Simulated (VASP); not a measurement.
# AlNi3 (Pm-3m) in VASP: notebook, part 2 of 2

VASP 6.6.1.

### Step 5. Single point, LDA, collinear spin, ferromagnetic start (10.96 Å³/atom)

This run uses another cell than the first one, of 10.96 Å³/atom.

INCAR

```
SYSTEM = AlNi3
  ALGO = Normal
  EDIFF = 1E-6
  ENCUT = 520
  GGA = CA
  ISIF = 2
  ISMEAR = 0
  ISPIN = 2
  LASPH = .TRUE.
  LCHARG = .FALSE.
  LMAXMIX = 4
  LORBIT = 11
  LREAL = .FALSE.
  LWAVE = .FALSE.
  MAGMOM = 0 0.25 0.25 0.25
  NBANDS = 28
  NELM = 150
  PREC = Accurate
  SIGMA = 0.05
```

KPOINTS

```
k-points
0
G
  12 12 12
  0 0 0
```

POSCAR

```
AlNi3
1.0
    3.5263944288      0.0000000000      0.0000000000
    0.0000000000      3.5263944288      0.0000000000
    0.0000000000      0.0000000000      3.5263944288
Al Ni
1 3
Direct
    0.0000000000      0.0000000000      0.0000000000
    0.0000000000      0.5000000000      0.5000000000
    0.5000000000      0.0000000000      0.5000000000
    0.5000000000      0.5000000000      0.0000000000
```

Potentials or basis: VASP PAW LDA potentials, release 64 (Al, Ni).

Launch:

```console
$ cat potpaw_LDA.64/Al/POTCAR potpaw_LDA.64/Ni/POTCAR > POTCAR
$ mpirun -np 1 vasp_std > vasp.out
```

OUTCAR:

```text
SYSTEM = AlNi3
   EDIFF = 1E-6
   ENCUT = 520
   GGA = CA
   ISIF = 2
   ISMEAR = 0
   ISPIN = 2
   LASPH = .TRUE.
   LORBIT = 11
   LREAL = .FALSE.
   NELM = 150
   PREC = Accurate

 ion  position               nearest neighbor table
   1  0.000  0.000  0.000-   2 2.49   3 2.49   4 2.49   2 2.49   3 2.49   2 2.49   4 2.49   2 2.49
                             3 2.49   4 2.49   3 2.49   4 2.49
   2  0.000  0.500  0.500-   1 2.49   3 2.49   4 2.49   1 2.49   4 2.49   1 2.49   3 2.49   1 2.49
                             3 2.49   4 2.49   4 2.49   3 2.49
   3  0.500  0.000  0.500-   1 2.49   2 2.49   4 2.49   1 2.49   4 2.49   2 2.49   4 2.49   4 2.49
                             1 2.49   2 2.49   1 2.49   2 2.49
   4  0.500  0.500  0.000-   1 2.49   2 2.49   3 2.49   2 2.49   3 2.49   1 2.49   3 2.49   3 2.49
                             1 2.49   2 2.49   2 2.49   1 2.49

  LATTYP: Found a simple cubic cell.
 ALAT       =     3.5263944288

  Lattice vectors:

 A1 = (   3.5263944288,   0.0000000000,   0.0000000000)
 A2 = (   0.0000000000,   3.5263944288,   0.0000000000)
 A3 = (   0.0000000000,   0.0000000000,   3.5263944288)

Analysis of symmetry for initial positions (statically):
=====================================================================
 Subroutine PRICEL returns:
 Original cell was already a primitive cell.

 Routine SETGRP: Setting up the symmetry group for a
 simple cubic supercell.

 Subroutine GETGRP returns: Found 48 space group operations
 (whereof 48 operations were pure point group operations)
 out of a pool of 48 trial point group operations.

The static configuration has the point symmetry O_h .

Analysis of symmetry for dynamics (positions and initial velocities):
=====================================================================
 Subroutine PRICEL returns:
 Original cell was already a primitive cell.

 Routine SETGRP: Setting up the symmetry group for a
 simple cubic supercell.

 Subroutine GETGRP returns: Found 48 space group operations
 (whereof 48 operations were pure point group operations)
 out of a pool of 48 trial point group operations.

The dynamic configuration has the point symmetry O_h .

Analysis of structural, dynamic, and magnetic symmetry:
=====================================================================
 Subroutine PRICEL returns:
 Original cell was already a primitive cell.

 Routine SETGRP: Setting up the symmetry group for a
 simple cubic supercell.

 Subroutine GETGRP returns: Found 48 space group operations
 (whereof 48 operations were pure point group operations)
 out of a pool of 48 trial point group operations.

The overall configuration has the point symmetry O_h .

 Subroutine INISYM returns: Found 48 space group operations
 (whereof 48 operations are pure point group operations),
 and found     1 'primitive' translations

----------------------------------------------------------------------------------------

                                     Primitive cell

  volume of cell :      43.8523

  direct lattice vectors                    reciprocal lattice vectors
     3.526394429  0.000000000  0.000000000     0.283575766  0.000000000  0.000000000
     0.000000000  3.526394429  0.000000000     0.000000000  0.283575766  0.000000000
     0.000000000  0.000000000  3.526394429     0.000000000  0.000000000  0.283575766

[... 89 lines left out ...]
   EDIFFG = 0.1E-04   stopping-criterion for IOM
   NSW    =      0    number of steps for IOM
   IBRION =     -1    ionic relax: 0-MD 1-quasi-New 2-CG
   NFREE  =      0    steps in history (QN), initial steepest desc. (CG)
   ISIF   =      2    stress and relaxation
   ISYM   =      2    0-nonsym 1-usesym 2-fastsym
   POTIM  = 0.5000    time-step for ionic-motion
   TEBEG  =    0.0;   TEEND  =   0.0 temperature during run
   PSTRESS=    0.0 pullay stress
   NELECT =      33.0000    total number of electrons
   NUPDOWN=      -1.0000    fix difference up-down
   EMIN   =  10.00;   EMAX   =-10.00  energy-range for DOS
   EFERMI =   0.00;   METHOD = LEGACY
   ISMEAR =     0;   SIGMA  =   0.05  broadening in eV -4-tet -1-fermi 0-gaus
   EFERMI_NEDOS =   21; number of points for ismear=-14 and -15
   IALGO  =     38    algorithm
   IMIX   =      4    mixing-type and parameters
     AMIX     =   0.40;   BMIX     =  1.00
     AMIX_MAG =   1.60;   BMIX_MAG =  1.00
  volume/ion in A,a.u.               =      10.96        73.98
  Fermi-wavevector in a.u.,A,eV,Ry     =   1.489070  2.813935 30.168619  2.217331
  Thomas-Fermi vector in A             =   2.602025
   LORBIT       =     11    0 simple, 1 ext, 2 COOP (PROOUT), +10 PAW based schemes
   GGA     = CA    functional components
   LHFCALC =     F    Hartree Fock is set to
   AEXX    =    0.0000 exact exchange contribution
   IVDW    =     0    specifies the selected vdW correction
   LEPSILON=     F    determine dielectric tensor
   LRPA    =     F    only Hartree local field effects (RPA)
 spin polarized calculation
 Gauss-broadening in eV      SIGMA  =   0.05
  energy-cutoff  :      520.00
  volume of cell :       43.85
 maximum number of plane-waves:      1208
 NGX is ok and might be reduce to    28
   NGX = 13   NGY = 13   NGZ = 13

 number of electron      32.9999981 magnetization       0.0251801

 number of electron      32.9999981 magnetization      -0.0068025

 Free energy of the ion-electron system (eV)
  ---------------------------------------------------
  ext. energy  EPLUGINS =         0.00000000
  ---------------------------------------------------
  free energy    TOTEN  =       -25.78718818 eV

  energy without entropy =      -25.78068019  energy(sigma->0) =      -25.78393418

 E-fermi :   9.5450     XC(G=0): -13.1412

 val. band max:        9.5448378176   @ k =   0.3333   0.2500   0.2500
 cond. band min:       9.5477474893   @ k =   0.3333   0.2500   0.2500
 fundamental gap:      0.0029096717
 Fermi energy:         9.5449969825

 spin component 1

 k-point     1 :       0.0000    0.0000    0.0000
  band No.  band energies     occupation
      1      -0.5144      1.00000
      2       5.1964      1.00000
      3       5.9063      1.00000
      4       5.9063      1.00000
      5       6.3082      1.00000
      6       6.3082      1.00000
[... 733 lines left out ...]
     27      23.2207      0.00000
     28      23.5843      0.00000

 [... further k-points ...]

 spin component 2

 k-point     1 :       0.0000    0.0000    0.0000
  band No.  band energies     occupation
      1      -0.5144      1.00000
      2       5.1953      1.00000
      3       5.9049      1.00000
      4       5.9049      1.00000
      5       6.3060      1.00000
      6       6.3060      1.00000
[... 733 lines left out ...]
     27      23.2206      0.00000
     28      23.5840      0.00000

 [... further k-points ...]

------------------------ aborting loop because EDIFF is reached ----------------------------------------

  FORCE on cell =-STRESS in cart. coord.  units (eV):
  Direction    XX          YY          ZZ          XY          YZ          ZX
  --------------------------------------------------------------------------------------
  -------------------------------------------------------------------------------------
  Total       -2.1811829     -2.1811829     -2.1811829      0.0000000      0.0000000     -0.0000000
  in kB      -79.6911350    -79.6911350    -79.6911350      0.0000000      0.0000000     -0.0000000
  external PRESSURE =     -79.6911350 kB  Pullay stress =       0.0000000 kB

 VOLUME and BASIS-vectors are now :
 -----------------------------------------------------------------------------
  energy-cutoff  :      520.00
  volume of cell :       43.85
      direct lattice vectors                 reciprocal lattice vectors
     3.526394429  0.000000000  0.000000000     0.283575766  0.000000000  0.000000000
     0.000000000  3.526394429  0.000000000     0.000000000  0.283575766  0.000000000
     0.000000000  0.000000000  3.526394429     0.000000000  0.000000000  0.283575766

 POSITION                                       TOTAL-FORCE (eV/Angst)
 -----------------------------------------------------------------------------------
      0.00000      0.00000      0.00000         0.000000      0.000000      0.000000
      0.00000      1.76320      1.76320         0.000000      0.000000      0.000000
      1.76320      0.00000      1.76320         0.000000      0.000000      0.000000
      1.76320      1.76320      0.00000         0.000000      0.000000      0.000000
 -----------------------------------------------------------------------------------
    total drift:                                0.000000      0.000000      0.000000

  FREE ENERGIE OF THE ION-ELECTRON SYSTEM (eV)
  ---------------------------------------------------
  free  energy   TOTEN  =       -25.7871881807 eV

  energy  without entropy=      -25.7806801876  energy(sigma->0) =      -25.78393418

 total charge

# of ion       s       p       d       tot
------------------------------------------
    1        0.414   0.407   0.000   0.821
    2        0.508   0.539   8.413   9.461
    3        0.508   0.539   8.413   9.461
    4        0.508   0.539   8.413   9.461
--------------------------------------------------
tot          1.939   2.024  25.240  29.203

 magnetization (x)

# of ion       s       p       d       tot
------------------------------------------
    1        0.000   0.000   0.000   0.000
    2        0.000   0.000  -0.003  -0.003
    3        0.000   0.000  -0.003  -0.003
    4        0.000   0.000  -0.003  -0.003
--------------------------------------------------
tot          0.000   0.000  -0.008  -0.008
```

OSZICAR:

```text
N       E                     dE             d eps       ncg     rms          rms(c)
DAV:   1     0.193454864850E+03    0.19345E+03   -0.13723E+04  9664   0.152E+03
DAV:   2    -0.173753234686E+02   -0.21083E+03   -0.19503E+03  9444   0.295E+02
DAV:   3    -0.299588518921E+02   -0.12584E+02   -0.11736E+02 10528   0.906E+01
DAV:   4    -0.301798010675E+02   -0.22095E+00   -0.22056E+00 10776   0.117E+01
[... 12 lines left out ...]
DAV:  17    -0.257871865557E+02    0.70215E-04   -0.58532E-04 11584   0.411E-01    0.281E-02
DAV:  18    -0.257871884073E+02   -0.18516E-05   -0.11269E-04 11548   0.172E-01    0.101E-02
DAV:  19    -0.257871950689E+02   -0.66616E-05   -0.22749E-05 11520   0.782E-02    0.182E-02
DAV:  20    -0.257871887580E+02    0.63109E-05   -0.61629E-05 11128   0.151E-01    0.877E-03
DAV:  21    -0.257871881807E+02    0.57738E-06   -0.38141E-06  8652   0.310E-02
   1 F= -.25787188E+02 E0= -.25783934E+02  d E =-.650799E-02  mag=    -0.0027
```

stdout:

```text
POSCAR found type information on POSCAR AlNi
 POSCAR found :  2 types and       4 ions
 scaLAPACK will be used
 LDA part: xc-table for (Slater(with rela. corr.)+CA(PZ))
 , standard interpolation
 POSCAR, INCAR and KPOINTS ok, starting setup
 FFT: planning ... GRIDC
 FFT: planning ... GRID_SOFT
 FFT: planning ... GRID
 WAVECAR not read
 entering main loop
```

It took 4.9 min on 1 thread of Intel Xeon 8259CL, shared host; peak memory 0.26 GiB.

Results:

```
Free energy                                           : -25.7872 eV
Pressure                                              : -8.0 GPa
Net moment                                            : -0.01 μB per cell
Valence electrons inside the program's atomic spheres : Al 0.82; Ni 9.46
```

Caveat: the cell stands under tension.

### Step 6. The runs side by side

| cell | gap on the mesh (eV) | pressure (GPa) | moment (μB) |
| --- | --- | --- | --- |
| a = 3.481 Å, 4 atoms | none | -0.1 | 0.13 |
| a = 3.504 Å, 4 atoms | none | -4.2 | 0.00 |
| a = 3.523 Å, 4 atoms | none | -7.2 | 0.60 |
| a = 3.526 Å, 4 atoms | none | -8.0 | 0.01 |

Alike in all rows: task single point; level LDA; potentials or basis VASP PAW LDA potentials, release 64 (Al, Ni); spin collinear, ferromagnetic start; k mesh 12 × 12 × 12; cutoff (eV) 520; smearing gaussian 0.05 eV.

Caveats: the cell stands under tension (at least some runs).

Total energies depend on the potentials used, so only differences within one code and one set of settings carry meaning.
